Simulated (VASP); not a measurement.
Here is a VASP 6.6.1 calculation.

INCAR

```
PREC = Accurate
ENCUT = 520
EDIFF = 1E-6
ISMEAR = -1
SIGMA = 0.1
LREAL = F
LASPH = T
NELM = 60
ALGO = Normal
ISIF = 2
LWAVE = F
LCHARG = F
GGA = PS
NBANDS = 16
```

The input KPOINTS:

```
regular mesh
0
Gamma
  21 21 15
```

POSCAR

```
Co
1.0
   -2.7952335717      2.4335415406      1.1781827458
    2.4335415406     -2.7952335717      1.1781827458
    2.0414042411      2.0414042411     -1.8406223632
Co
2
Direct
    0.9889355944      0.0110644056      1.0000000000
    0.7610644056      0.2389355944      0.5000000000
```

Potentials or basis: VASP PAW PBE potentials, release 64 (Co).

The run is started by

```sh
$ cat potpaw_PBE.64/Co/POTCAR > POTCAR
$ mpirun -np 1 vasp_std > vasp.out
```

(1) Estimate the pressure.

(2) Estimate the band gap on the k mesh.

(3) What does it give for the largest force?

Results:

(1) -10.0 GPa.

(2) zero (bands 9 and 10 overlap by 1.27 eV).

(3) 0.088 eV/Å.

Caveat: the cell stands under tension; the PAW data sets were made with another functional, which shifts forces and pressure a little; the run has no spin polarisation, though such a crystal can be magnetic.
